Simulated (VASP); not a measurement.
# TiRh (P4/mmm) in VASP: further runs

Runs on TiRh. Level: LDA. Tasks: single point, relaxation of shape and atoms at fixed volume, relaxation of cell and atoms.

Program: VASP 6.6.1. These are calculated values, not measurements. Logs are shortened: lines on timing, memory, paths and dates and some standing lists are left out, and cuts for length are marked.

**1. The cell of the first run**

The structure is tetragonal, space group P4/mmm (No. 123). The conventional cell has a = 2.923 Å, b = 2.923 Å, c = 3.364 Å, α = 90.00°, β = 90.00°, γ = 90.00°. Within 3.5 Å of Ti (site symmetry 4/mmm) lie 8 Rh at 2.66 Å and 6 Ti at 2.92 to 3.36 Å. Within 3.5 Å of Rh (site symmetry 4/mmm) lie 8 Ti at 2.66 Å and 6 Rh at 2.92 to 3.36 Å.

**2. Single point, LDA (14.37 Å³/atom)**

The input, INCAR:

```
SYSTEM = TiRh
PREC = Accurate ; ENCUT = 520
EDIFF = 1E-7 ; ISMEAR = -1
SIGMA = 0.15 ; LREAL = .FALSE.
LASPH = .TRUE. ; NELM = 100
ALGO = Fast ; ISIF = 2
LWAVE = .FALSE. ; LCHARG = .FALSE.
GGA = CA ; NBANDS = 20
```

The input, KPOINTS:

```
Automatic mesh
0
G
  14 14 12
  0 0 0
```

The input, POSCAR:

```
TiRh
1.0
    2.9227245677      0.0000000000      0.0000000000
    0.0000000000      2.9227245677      0.0000000000
    0.0000000000      0.0000000000      3.3635844411
Ti Rh
1 1
Direct
    0.5000000000      0.5000000000      0.5000000000
    0.0000000000      0.0000000000      0.0000000000
```

Potentials or basis: VASP PAW LDA potentials, release 64 (Ti_sv, Rh_pv).

Run with:

```bash
$ cat potpaw_LDA.64/Ti_sv/POTCAR potpaw_LDA.64/Rh_pv/POTCAR > POTCAR
$ mpirun -np 1 vasp_std > vasp.out
```

OUTCAR:

```text
SYSTEM = TiRh
   PREC = Accurate
   ENCUT = 520
   EDIFF = 1E-7
   ISMEAR = -1
   LREAL = .FALSE.
   LASPH = .TRUE.
   NELM = 100
   ISIF = 2
   GGA = CA

 ion  position               nearest neighbor table
   1  0.500  0.500  0.500-   2 2.66   2 2.66   2 2.66   2 2.66   2 2.66   2 2.66   2 2.66   2 2.66

   2  0.000  0.000  0.000-   1 2.66   1 2.66   1 2.66   1 2.66   1 2.66   1 2.66   1 2.66   1 2.66

  LATTYP: Found a simple tetragonal cell.
 ALAT       =     2.9227245677
 C/A-ratio  =     1.1508386655

  Lattice vectors:

 A1 = (   2.9227245677,   0.0000000000,   0.0000000000)
 A2 = (   0.0000000000,   2.9227245677,   0.0000000000)
 A3 = (   0.0000000000,   0.0000000000,   3.3635844411)

Analysis of symmetry for initial positions (statically):
=====================================================================
 Subroutine PRICEL returns:
 Original cell was already a primitive cell.

 Routine SETGRP: Setting up the symmetry group for a
 simple tetragonal supercell.

 Subroutine GETGRP returns: Found 16 space group operations
 (whereof 16 operations were pure point group operations)
 out of a pool of 16 trial point group operations.

The static configuration has the point symmetry D_4h.

Analysis of symmetry for dynamics (positions and initial velocities):
=====================================================================
 Subroutine PRICEL returns:
 Original cell was already a primitive cell.

 Routine SETGRP: Setting up the symmetry group for a
 simple tetragonal supercell.

 Subroutine GETGRP returns: Found 16 space group operations
 (whereof 16 operations were pure point group operations)
 out of a pool of 16 trial point group operations.

The dynamic configuration has the point symmetry D_4h.

 Subroutine INISYM returns: Found 16 space group operations
 (whereof 16 operations are pure point group operations),
 and found     1 'primitive' translations

----------------------------------------------------------------------------------------

                                     Primitive cell

  volume of cell :      28.7328

  direct lattice vectors                    reciprocal lattice vectors
     2.922724568  0.000000000  0.000000000     0.342146506  0.000000000  0.000000000
     0.000000000  2.922724568  0.000000000     0.000000000  0.342146506  0.000000000
     0.000000000  0.000000000  3.363584441     0.000000000  0.000000000  0.297301887

  length of vectors
     2.922724568  2.922724568  3.363584441     0.342146506  0.342146506  0.297301887

  position of ions in fractional coordinates (direct lattice)
     0.500000000  0.500000000  0.500000000
     0.000000000  0.000000000  0.000000000

  ion indices of the primitive-cell ions
   primitive index   ion index
                 1           1
                 2           2

----------------------------------------------------------------------------------------

 KPOINTS: Automatic mesh

Automatic generation of k-mesh.
 Grid dimensions read from file:
 generate k-points for:   14   14   12

 Generating k-lattice:

  Cartesian coordinates                     Fractional coordinates (reciprocal lattice)
     0.024439036  0.000000000  0.000000000     0.071428571  0.000000000  0.000000000
     0.000000000  0.024439036  0.000000000     0.000000000  0.071428571  0.000000000
     0.000000000  0.000000000  0.024775157     0.000000000  0.000000000  0.083333333

  Length of vectors
     0.024439036  0.024439036  0.024775157

  Shift w.r.t. Gamma in fractional coordinates (k-lattice)
     0.000000000  0.000000000  0.000000000

 Subroutine IBZKPT returns following result:
 ===========================================

 Found    252 irreducible k-points:

 Following reciprocal coordinates:
            Coordinates               Weight
  0.000000  0.000000  0.000000      1.000000
  0.071429  0.000000  0.000000      4.000000
  0.142857  0.000000  0.000000      4.000000
  0.214286  0.000000  0.000000      4.000000
  0.285714  0.000000  0.000000      4.000000
  0.357143  0.000000  0.000000      4.000000
[... 16 lines left out ...]
  0.285714  0.214286  0.000000      8.000000
  0.357143  0.214286  0.000000      8.000000
 [... further k-points ...]
   k-points           NKPTS =    252   k-points in BZ     NKDIM =    252   number of bands    NBANDS=     20
   number of dos      NEDOS =    301   number of ions     NIONS =      2
   total plane-waves  NPLWV =  16128
   dimension x,y,z NGX =    24 NGY =   24 NGZ =   28
   dimension x,y,z NGXF=    48 NGYF=   48 NGZF=   56
   ions per type =               1   1
   NGX,Y,Z   is equivalent  to a cutoff of  13.65, 13.65, 13.84 a.u.
   NGXF,Y,Z  is equivalent  to a cutoff of  27.30, 27.30, 27.68 a.u.
 SYSTEM =  TiRh
   PREC   = accura    normal or accurate (medium, high low for compatibility)
   ISTART =      0    job   : 0-new  1-cont  2-samecut
   ICHARG =      2    charge: 1-file 2-atom 10-const
   ISPIN  =      1    spin polarized calculation?
   LNONCOLLINEAR =      F non collinear calculations
   LSORBIT =      F    spin-orbit coupling
   LASPH  =      T    aspherical Exc in radial PAW
   ENCUT  =  520.0 eV  38.22 Ry    6.18 a.u.   5.43  5.43  6.25*2*pi/ulx,y,z
   NELM   =    100;   NELMIN=  2; NELMDL= -5     # of ELM steps
   EDIFF  = 0.1E-06   stopping-criterion for ELM
   LREAL  =      F    real-space projection
   EDIFFG = 0.1E-05   stopping-criterion for IOM
   NSW    =      0    number of steps for IOM
   IBRION =     -1    ionic relax: 0-MD 1-quasi-New 2-CG
   NFREE  =      0    steps in history (QN), initial steepest desc. (CG)
   ISIF   =      2    stress and relaxation
   ISYM   =      2    0-nonsym 1-usesym 2-fastsym
   POTIM  = 0.5000    time-step for ionic-motion
   TEBEG  =    0.0;   TEEND  =   0.0 temperature during run
   PSTRESS=    0.0 pullay stress
   NELECT =      27.0000    total number of electrons
   NUPDOWN=      -1.0000    fix difference up-down
   EMIN   =  10.00;   EMAX   =-10.00  energy-range for DOS
   EFERMI =   0.00;   METHOD = LEGACY
   ISMEAR =    -1;   SIGMA  =   0.15  broadening in eV -4-tet -1-fermi 0-gaus
   EFERMI_NEDOS =   21; number of points for ismear=-14 and -15
   IALGO  =     68    algorithm
   IMIX   =      4    mixing-type and parameters
     AMIX     =   0.40;   BMIX     =  1.00
     AMIX_MAG =   1.60;   BMIX_MAG =  1.00
  volume/ion in A,a.u.               =      14.37        96.95
  Fermi-wavevector in a.u.,A,eV,Ry     =   1.603504  3.030183 34.983641  2.571225
  Thomas-Fermi vector in A             =   2.700156
   LORBIT       =      0    0 simple, 1 ext, 2 COOP (PROOUT), +10 PAW based schemes
   GGA     = CA    functional components
   LHFCALC =     F    Hartree Fock is set to
   AEXX    =    0.0000 exact exchange contribution
   IVDW    =     0    specifies the selected vdW correction
   LEPSILON=     F    determine dielectric tensor
   LRPA    =     F    only Hartree local field effects (RPA)
 non-spin polarized calculation
 RMM-DIIS sequential band-by-band and
  energy-cutoff  :      520.00
  volume of cell :       28.73
 maximum number of plane-waves:       797
 NGX is ok and might be reduce to    24
   NGX = 11   NGY = 11   NGZ = 13

 number of electron      27.0000007 magnetization

 Free energy of the ion-electron system (eV)
  ---------------------------------------------------
  ext. energy  EPLUGINS =         0.00000000
  ---------------------------------------------------
  free energy    TOTEN  =       -18.82270992 eV

  energy without entropy =      -18.66224454  energy(sigma->0) =      -18.74247723

 E-fermi :  10.9888     XC(G=0): -13.4026

 val. band max:       10.9878145274   @ k =   0.4286   0.1429   0.0833
 cond. band min:      10.9904096373   @ k =   0.5000   0.0000   0.2500
 fundamental gap:      0.0025951099
 Fermi energy:        10.9888111043

 k-point     1 :       0.0000    0.0000    0.0000
  band No.  band energies     occupation
      1     -45.6075      2.00000
      2     -35.5722      2.00000
      3     -35.4954      2.00000
      4     -35.4954      2.00000
      5     -22.1889      2.00000
      6     -22.0470      2.00000
[... 12 lines left out ...]
     19      17.3509      0.00000
     20      21.5206      0.00000

 k-point     2 :       0.0714    0.0000    0.0000
  band No.  band energies     occupation
      1     -45.6057      2.00000
      2     -35.5711      2.00000
      3     -35.5035      2.00000
      4     -35.4945      2.00000
      5     -22.1882      2.00000
      6     -22.0661      2.00000
[... 12 lines left out ...]
     19      17.8008      0.00000
     20      21.0440      0.00000

 k-point     3 :       0.1429    0.0000    0.0000
  band No.  band energies     occupation
      1     -45.6005      2.00000
      2     -35.5682      2.00000
      3     -35.5264      2.00000
      4     -35.4922      2.00000
      5     -22.1863      2.00000
      6     -22.1193      2.00000
[... 12 lines left out ...]
     19      18.8507      0.00000
     20      19.8935      0.00000

 k-point     4 :       0.2143    0.0000    0.0000
  band No.  band energies     occupation
      1     -45.5930      2.00000
      2     -35.5638      2.00000
      3     -35.5592      2.00000
      4     -35.4888      2.00000
      5     -22.1956      2.00000
      6     -22.1836      2.00000
[... 12 lines left out ...]
     19      18.4965      0.00000
     20      20.1747      0.00000

 k-point     5 :       0.2857    0.0000    0.0000
  band No.  band energies     occupation
      1     -45.5847      2.00000
      2     -35.5955      2.00000
      3     -35.5591      2.00000
      4     -35.4850      2.00000
      5     -22.2794      2.00000
      6     -22.1806      2.00000
[... 12 lines left out ...]
     19      17.1279      0.00000
     20      21.6376      0.00000
[... 353 lines left out ...]
      6     -22.1672      2.00000
[... 12 lines left out ...]
     19      15.0587      0.00000
     20      25.5047      0.00000

 k-point    22 :       0.2143    0.2143    0.0000
  band No.  band energies     occupation
      1     -45.5775      2.00000
      2     -35.5572      2.00000
      3     -35.5562      2.00000
      4     -35.5518      2.00000
      5     -22.1911      2.00000
      6     -22.1738      2.00000
[... 12 lines left out ...]
     19      19.2212      0.00000
     20      21.0491      0.00000

 k-point    23 :       0.2857    0.2143    0.0000
  band No.  band energies     occupation
      1     -45.5686      2.00000
      2     -35.5920      2.00000
      3     -35.5518      2.00000
      4     -35.5516      2.00000
      5     -22.2603      2.00000
      6     -22.1686      2.00000
[... 12 lines left out ...]
     19      18.0361      0.00000
     20      21.5969      0.00000

 k-point    24 :       0.3571    0.2143    0.0000
  band No.  band energies     occupation
      1     -45.5606      2.00000
      2     -35.6254      2.00000
      3     -35.5493      2.00000
      4     -35.5478      2.00000
      5     -22.3302      2.00000
      6     -22.1632      2.00000
[... 12 lines left out ...]
     19      16.6446      0.00000
     20      22.4998      0.00000

 [... further k-points ...]

------------------------ aborting loop because EDIFF is reached ----------------------------------------

  FORCE on cell =-STRESS in cart. coord.  units (eV):
  Direction    XX          YY          ZZ          XY          YZ          ZX
  --------------------------------------------------------------------------------------
  -------------------------------------------------------------------------------------
  Total       -0.6736154     -0.6736154     -0.6739588      0.0000000      0.0000000      0.0000000
  in kB      -37.5616322    -37.5616322    -37.5807809      0.0000000      0.0000000      0.0000000
  external PRESSURE =     -37.5680151 kB  Pullay stress =       0.0000000 kB

 VOLUME and BASIS-vectors are now :
 -----------------------------------------------------------------------------
  energy-cutoff  :      520.00
  volume of cell :       28.73
      direct lattice vectors                 reciprocal lattice vectors
     2.922724568  0.000000000  0.000000000     0.342146506  0.000000000  0.000000000
     0.000000000  2.922724568  0.000000000     0.000000000  0.342146506  0.000000000
     0.000000000  0.000000000  3.363584441     0.000000000  0.000000000  0.297301887

 POSITION                                       TOTAL-FORCE (eV/Angst)
 -----------------------------------------------------------------------------------
      1.46136      1.46136      1.68179         0.000000      0.000000      0.000000
      0.00000      0.00000      0.00000         0.000000      0.000000      0.000000
 -----------------------------------------------------------------------------------
    total drift:                                0.000000      0.000000     -0.000000

  FREE ENERGIE OF THE ION-ELECTRON SYSTEM (eV)
  ---------------------------------------------------
  free  energy   TOTEN  =       -18.8227099245 eV

  energy  without entropy=      -18.6622445447  energy(sigma->0) =      -18.74247723
```

Run time: 2.1 min. Hardware: 1 thread of Intel Xeon 6975P-C (Granite Rapids), shared host; peak memory 0.25 GiB.

Results:

| Quantity | Value |
| --- | --- |
| Free energy | -18.8227 eV |
| Pressure | -3.8 GPa |
| Band gap on the k mesh | zero (an odd number of electrons rules out a gap without spin polarisation) |

Levels at points of the mesh, in eV from the Fermi level:
| k point | band 10 | band 11 | band 12 | band 13 | band 14 | band 15 | band 16 | band 17 |
| --- | --- | --- | --- | --- | --- | --- | --- | --- |
| (0.00, 0.00, 0.00) | -5.24 | -2.47 | -2.47 | -1.60 | 0.28 | 1.39 | 2.76 | 2.89 |
| (0.50, 0.00, 0.00) | -3.17 | -3.14 | -2.38 | -1.64 | -0.92 | -0.26 | 0.74 | 1.53 |
| (0.50, 0.50, 0.00) | -4.36 | -4.36 | -0.23 | 0.93 | 1.78 | 1.78 | 2.33 | 3.11 |
| (0.00, 0.00, 0.50) | -3.89 | -2.18 | -2.18 | -1.30 | -1.21 | -0.57 | 0.97 | 0.97 |
| (0.50, 0.00, 0.50) | -3.25 | -3.10 | -1.47 | 0.31 | 0.70 | 0.74 | 0.77 | 2.83 |
| (0.50, 0.50, 0.50) | -3.87 | -2.13 | -1.51 | -1.51 | -1.03 | -0.21 | 2.35 | 3.14 |

Caveat: the cell stands under tension.

(Part 1 of 2 ends here.)
